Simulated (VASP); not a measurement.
Runs of VASP 6.6.1 on ZnSi3N. The structure is that of space group P-6m2 (No. 187), or close to it. The cells are those of the table. The cell was generated, and may not be a known phase.

```tsv
task	cell	k mesh	cutoff (eV)	gap on the mesh (eV)	pressure (GPa)	relaxed volume (Å³/atom)
single point	a = 4.178, b = 4.178, c = 4.922 Å, angles 90.0, 90.0, 120.0°, 5 atoms	12 × 12 × 8	520	none	0.1	-
relaxation of cell and atoms	relaxed from a = 4.221, b = 4.221, c = 4.823 Å, angles 90.0, 90.0, 120.0°, 5 atoms	12 × 12 × 8	600	none	0.0	(a)
single point	a = 4.221, b = 4.221, c = 4.823 Å, angles 90.0, 90.0, 120.0°, 5 atoms	6 × 6 × 4	520	none	-0.1	-
relaxation of cell and atoms	relaxed from a = 4.293, b = 4.293, c = 5.394 Å, angles 90.0, 90.0, 120.0°, 5 atoms	6 × 6 × 4	600	none	0.0	14.86
```

Alike in all rows: level PBE; potentials or basis VASP PAW PBE potentials, release 64 (Zn, Si, N); no spin polarisation; smearing gaussian 0.1 eV.

Fill in the values left out.

(a) 14.89.

A gap of «none» marks levels without a gap at the run's occupations.
